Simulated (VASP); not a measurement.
# WS2 in VASP: notebook

Runs on WS2. Level: PBE. Tasks: single point.

Everything below comes from runs of VASP 6.6.1. Logs are shortened: lines on timing, memory, paths and dates and some standing lists are left out, and cuts for length are marked.

### 1 The cell of the first run

It takes space group P3m1 (No. 156, trigonal). Conventional cell: a = 3.188 Å, b = 3.188 Å, c = 14.857 Å, α = 90.00°, β = 90.00°, γ = 120.00°. Within 3.2 Å of W (site symmetry 3m) lie 6 S at 2.42 Å and 6 W at 3.19 Å. Within 3.2 Å of W (site symmetry 3m) lie 6 S at 2.42 to 2.43 Å and 6 W at 3.19 Å. S (site symmetry 3m) has 3 W at 2.42 Å and 7 S at 3.16 to 3.19 Å within 3.2 Å. Within 3.2 Å of S (site symmetry 3m) lie 3 W at 2.42 Å and 7 S at 3.14 to 3.19 Å. S (site symmetry 3m) has 3 W at 2.43 Å and 7 S at 3.16 to 3.19 Å within 3.2 Å. S (site symmetry 3m) has 3 W at 2.42 Å and 7 S at 3.14 to 3.19 Å within 3.2 Å.

### 2 Single point, PBE, collinear spin, ferromagnetic start (atom 5 (S) moved 0.02 Å along z)

Contents of INCAR:

```
PREC     = Accurate       # precision mode
ENCUT    = 520            # plane-wave cutoff, eV
EDIFF    = 1E-6           # SCF threshold, eV
ISMEAR   = 0              # smearing method
SIGMA    = 0.05           # smearing width, eV
LREAL    = F              # projectors in reciprocal space
LASPH    = T              # aspherical terms in the spheres
NELM     = 150            # most SCF steps
ALGO     = Normal         # electronic algorithm
ISIF     = 2              # what is computed and relaxed
LWAVE    = F              # write WAVECAR
LCHARG   = F              # write CHGCAR
ISPIN    = 2              # spin polarisation
MAGMOM   = 0.05 0.05 0 0 0 0 # initial moments
LORBIT   = 11             # projections on sites
LMAXMIX  = 4              # l up to which the mixer works
GGA      = PE             # functional
NBANDS   = 39             # bands
```

Contents of KPOINTS:

```
Automatic mesh
0
Gamma
  10 10 2
```

Contents of POSCAR:

```
WS2
1.0
    3.1878273111      0.0000000001      0.0000000000
   -1.5939136556      2.7607394343      0.0000000000
    0.0000000000      0.0000000000     14.8571278143
W S
2 4
Direct
    0.3333333333      0.6666666667      0.2500000000
    0.6666666667      0.3333333333      0.7500000000
    0.3333333333      0.6666666667      0.6442570267
    0.6666666667      0.3333333333      0.1442570267
    0.3333333333      0.6666666667      0.8570891285
    0.6666666667      0.3333333333      0.3557429733
```

Potentials or basis: VASP PAW PBE potentials, release 64 (W_sv, S).

The run is started by

```
cat potpaw_PBE.64/W_sv/POTCAR potpaw_PBE.64/S/POTCAR > POTCAR
mpirun -np 1 vasp_std > vasp.out
```

OUTCAR:

```text
PREC = Accurate
   ENCUT = 520
   EDIFF = 1E-6
   ISMEAR = 0
   LREAL = F
   LASPH = T
   NELM = 150
   ISIF = 2
   ISPIN = 2
   LORBIT = 11
   GGA = PE

 ion  position               nearest neighbor table
   1  0.333  0.667  0.250-   4 2.42   6 2.42   4 2.42   6 2.42   4 2.42   6 2.42
   2  0.667  0.333  0.750-   3 2.42   3 2.42   3 2.42   5 2.43   5 2.43   5 2.43
   3  0.333  0.667  0.644-   2 2.42   2 2.42   2 2.42
   4  0.667  0.333  0.144-   1 2.42   1 2.42   1 2.42
   5  0.333  0.667  0.857-   2 2.43   2 2.43   2 2.43
   6  0.667  0.333  0.356-   1 2.42   1 2.42   1 2.42

  LATTYP: Found a hexagonal cell.
 ALAT       =     3.1878273111
 C/A-ratio  =     4.6605811308

  Lattice vectors:

 A1 = (   3.1878273111,   0.0000000001,   0.0000000000)
 A2 = (  -1.5939136556,   2.7607394343,   0.0000000000)
 A3 = (   0.0000000000,   0.0000000000,  14.8571278143)

Analysis of symmetry for initial positions (statically):
=====================================================================
 Subroutine PRICEL returns:
 Original cell was already a primitive cell.

 Routine SETGRP: Setting up the symmetry group for a
 hexagonal supercell.

 Subroutine GETGRP returns: Found  6 space group operations
 (whereof  6 operations were pure point group operations)
 out of a pool of 24 trial point group operations.

The static configuration has the point symmetry C_3v.

Analysis of symmetry for dynamics (positions and initial velocities):
=====================================================================
 Subroutine PRICEL returns:
 Original cell was already a primitive cell.

 Routine SETGRP: Setting up the symmetry group for a
 hexagonal supercell.

 Subroutine GETGRP returns: Found  6 space group operations
 (whereof  6 operations were pure point group operations)
 out of a pool of 24 trial point group operations.

The dynamic configuration has the point symmetry C_3v.

Analysis of structural, dynamic, and magnetic symmetry:
=====================================================================
 Subroutine PRICEL returns:
 Original cell was already a primitive cell.

 Routine SETGRP: Setting up the symmetry group for a
 hexagonal supercell.

 Subroutine GETGRP returns: Found  6 space group operations
 (whereof  6 operations were pure point group operations)
 out of a pool of 24 trial point group operations.

The overall configuration has the point symmetry C_3v.

 Subroutine INISYM returns: Found  6 space group operations
 (whereof  6 operations are pure point group operations),
 and found     1 'primitive' translations

----------------------------------------------------------------------------------------

                                     Primitive cell

  volume of cell :     130.7540

  direct lattice vectors                    reciprocal lattice vectors
     3.187827311  0.000000000  0.000000000     0.313693278  0.181110899  0.000000000
    -1.593913656  2.760739434  0.000000000    -0.000000000  0.362221797  0.000000000
     0.000000000  0.000000000 14.857127814     0.000000000  0.000000000  0.067307760

  length of vectors
     3.187827311  3.187827311 14.857127814     0.362221797  0.362221797  0.067307760

  position of ions in fractional coordinates (direct lattice)
     0.333333333  0.666666667  0.250000000
     0.666666667  0.333333333  0.750000000
     0.333333333  0.666666667  0.644257027
     0.666666667  0.333333333  0.144257027
     0.333333333  0.666666667  0.857089129
     0.666666667  0.333333333  0.355742973

  ion indices of the primitive-cell ions
   primitive index   ion index
                 1           1
                 2           2
                 3           3
                 4           4
                 5           5
                 6           6

----------------------------------------------------------------------------------------

[... 27 lines left out ...]
  0.100000  0.000000  0.000000      6.000000
  0.200000  0.000000  0.000000      6.000000
  0.300000  0.000000  0.000000      6.000000
  0.400000 -0.000000  0.000000      6.000000
  0.500000  0.000000  0.000000      3.000000
[... 16 lines left out ...]
  0.300000  0.100000  0.500000     12.000000
  0.400000  0.100000  0.500000     12.000000
 [... further k-points ...]
   k-points           NKPTS =     28   k-points in BZ     NKDIM =     28   number of bands    NBANDS=     39
   number of dos      NEDOS =    301   number of ions     NIONS =      6
   total plane-waves  NPLWV =  64512
   dimension x,y,z NGX =    24 NGY =   24 NGZ =  112
   dimension x,y,z NGXF=    48 NGYF=   48 NGZF=  224
   ions per type =               2   4
   NGX,Y,Z   is equivalent  to a cutoff of  12.52, 12.52, 12.53 a.u.
   NGXF,Y,Z  is equivalent  to a cutoff of  25.03, 25.03, 25.06 a.u.
 SYSTEM =  unknown system
   PREC   = accura    normal or accurate (medium, high low for compatibility)
   ISTART =      0    job   : 0-new  1-cont  2-samecut
   ICHARG =      2    charge: 1-file 2-atom 10-const
   ISPIN  =      2    spin polarized calculation?
   LNONCOLLINEAR =      F non collinear calculations
   LSORBIT =      F    spin-orbit coupling
   LASPH  =      T    aspherical Exc in radial PAW
   ENCUT  =  520.0 eV  38.22 Ry    6.18 a.u.   5.93  5.93 27.62*2*pi/ulx,y,z
   NELM   =    150;   NELMIN=  2; NELMDL= -5     # of ELM steps
   EDIFF  = 0.1E-05   stopping-criterion for ELM
   LREAL  =      F    real-space projection
   EDIFFG = 0.1E-04   stopping-criterion for IOM
   NSW    =      0    number of steps for IOM
   IBRION =     -1    ionic relax: 0-MD 1-quasi-New 2-CG
   NFREE  =      0    steps in history (QN), initial steepest desc. (CG)
   ISIF   =      2    stress and relaxation
   ISYM   =      2    0-nonsym 1-usesym 2-fastsym
   POTIM  = 0.5000    time-step for ionic-motion
   TEBEG  =    0.0;   TEEND  =   0.0 temperature during run
   PSTRESS=    0.0 pullay stress
   NELECT =      52.0000    total number of electrons
   NUPDOWN=      -1.0000    fix difference up-down
   EMIN   =  10.00;   EMAX   =-10.00  energy-range for DOS
   EFERMI =   0.00;   METHOD = LEGACY
   ISMEAR =     0;   SIGMA  =   0.05  broadening in eV -4-tet -1-fermi 0-gaus
   EFERMI_NEDOS =   21; number of points for ismear=-14 and -15
   IALGO  =     38    algorithm
   IMIX   =      4    mixing-type and parameters
     AMIX     =   0.40;   BMIX     =  1.00
     AMIX_MAG =   1.60;   BMIX_MAG =  1.00
  volume/ion in A,a.u.               =      21.79       147.06
  Fermi-wavevector in a.u.,A,eV,Ry     =   1.203901  2.275044 19.719993  1.449379
  Thomas-Fermi vector in A             =   2.339642
   LORBIT       =     11    0 simple, 1 ext, 2 COOP (PROOUT), +10 PAW based schemes
   GGA     = PE    functional components
   LHFCALC =     F    Hartree Fock is set to
   AEXX    =    0.0000 exact exchange contribution
   IVDW    =     0    specifies the selected vdW correction
   LEPSILON=     F    determine dielectric tensor
   LRPA    =     F    only Hartree local field effects (RPA)
 spin polarized calculation
 Gauss-broadening in eV      SIGMA  =   0.05
  energy-cutoff  :      520.00
  volume of cell :      130.75
 maximum number of plane-waves:      3560
 NGX is ok and might be reduce to    24
   NGX = 11   NGY = 11   NGZ = 55

 number of electron      52.0000001 magnetization       0.0005880

 Free energy of the ion-electron system (eV)
  ---------------------------------------------------
  ext. energy  EPLUGINS =         0.00000000
  ---------------------------------------------------
  free energy    TOTEN  =       -47.36069069 eV

  energy without entropy =      -47.36069069  energy(sigma->0) =      -47.36069069

 E-fermi :   4.9472     XC(G=0):  -9.5078

 val. band max:        4.6758020958   @ k =   0.0000   0.0000   0.0000
 cond. band min:       6.4575578390   @ k =   0.2000   0.1000   0.0000
 fundamental gap:      1.7817557431
 Fermi energy:         4.9472020510

 spin component 1

 k-point     1 :       0.0000    0.0000    0.0000
  band No.  band energies     occupation
      1     -69.5298      1.00000
      2     -69.5262      1.00000
      3     -33.7541      1.00000
      4     -33.7535      1.00000
      5     -33.6104      1.00000
      6     -33.6104      1.00000
[... 973 lines left out ...]
     37      12.3829      0.00000
     38      12.4037      0.00000

 [... further k-points ...]

 spin component 2

 k-point     1 :       0.0000    0.0000    0.0000
  band No.  band energies     occupation
      1     -69.5298      1.00000
      2     -69.5262      1.00000
      3     -33.7541      1.00000
      4     -33.7535      1.00000
      5     -33.6104      1.00000
      6     -33.6104      1.00000
[... 973 lines left out ...]
     37      12.3829      0.00000
     38      12.4037      0.00000

 [... further k-points ...]

 [bands above 38 left out]

------------------------ aborting loop because EDIFF is reached ----------------------------------------

  FORCE on cell =-STRESS in cart. coord.  units (eV):
  Direction    XX          YY          ZZ          XY          YZ          ZX
  --------------------------------------------------------------------------------------
  -------------------------------------------------------------------------------------
  Total       -0.2439270     -0.2439270     -0.6377161     -0.0000000      0.0000000     -0.0000000
  in kB       -2.9889276     -2.9889276     -7.8141709     -0.0000000      0.0000000     -0.0000000
  external PRESSURE =      -4.5973421 kB  Pullay stress =       0.0000000 kB

 VOLUME and BASIS-vectors are now :
 -----------------------------------------------------------------------------
  energy-cutoff  :      520.00
  volume of cell :      130.75
      direct lattice vectors                 reciprocal lattice vectors
     3.187827311  0.000000000  0.000000000     0.313693278  0.181110899  0.000000000
    -1.593913656  2.760739434  0.000000000    -0.000000000  0.362221797  0.000000000
     0.000000000  0.000000000 14.857127814     0.000000000  0.000000000  0.067307760

 POSITION                                       TOTAL-FORCE (eV/Angst)
 -----------------------------------------------------------------------------------
     -0.00000      1.84049      3.71428        -0.000000     -0.000000     -0.000086
      1.59391      0.92025     11.14285         0.000000     -0.000000      0.309669
     -0.00000      1.84049      9.57181         0.000000     -0.000000      0.032278
      1.59391      0.92025      2.14325         0.000000      0.000000     -0.003273
     -0.00000      1.84049     12.73388        -0.000000      0.000000     -0.342082
      1.59391      0.92025      5.28532        -0.000000      0.000000      0.003493
 -----------------------------------------------------------------------------------
    total drift:                                0.000000      0.000000      0.000042

  FREE ENERGIE OF THE ION-ELECTRON SYSTEM (eV)
  ---------------------------------------------------
  free  energy   TOTEN  =       -47.3606906946 eV

  energy  without entropy=      -47.3606906946  energy(sigma->0) =      -47.36069069

 total charge

# of ion       s       p       d       tot
------------------------------------------
    1        2.317   6.320   3.356  11.993
    2        2.316   6.316   3.346  11.978
    3        1.358   2.359   0.000   3.717
    4        1.358   2.360   0.000   3.717
    5        1.359   2.351   0.000   3.709
    6        1.358   2.360   0.000   3.717
--------------------------------------------------
tot         10.065  22.065   6.702  38.832

 magnetization (x)

# of ion       s       p       d       tot
------------------------------------------
    1        0.000   0.000  -0.000  -0.000
    2       -0.000   0.000  -0.000  -0.000
    3       -0.000  -0.000   0.000  -0.000
    4       -0.000  -0.000   0.000  -0.000
    5       -0.000  -0.000   0.000  -0.000
    6       -0.000  -0.000   0.000  -0.000
--------------------------------------------------
tot         -0.000  -0.000  -0.000  -0.000
```

It took 2 min on 1 thread of Intel Xeon 6975P-C (Granite Rapids), shared host; peak memory 0.41 GiB.

Results:

* Free energy: -47.3607 eV
* Pressure: -0.5 GPa
* Largest force: 0.342 eV/Å
* Band gap on the k mesh: 1.78 eV, indirect (least direct gap 2.13 eV)
* Net moment: 0.00 μB per cell
* Valence electrons inside the program's atomic spheres: W 11.99, 11.98; S 3.72, 3.71

Forces in eV/Å, atoms in the order of the input:
```
W    0.000  0.000  0.000
W    0.000  0.000  0.310
S    0.000  0.000  0.032
S    0.000  0.000 -0.003
S    0.000  0.000 -0.342
S    0.000  0.000  0.003
```

Caveat: the cell differs from its parent crystal (atom 5 (S) moved 0.02 Å along z); spin-orbit coupling is left out, which moves the levels of the heavy elements; this functional lacks dispersion, which binds the layers, so the pressure and a relaxed spacing across them are unreliable.

(Part 1 of 2 ends here.)
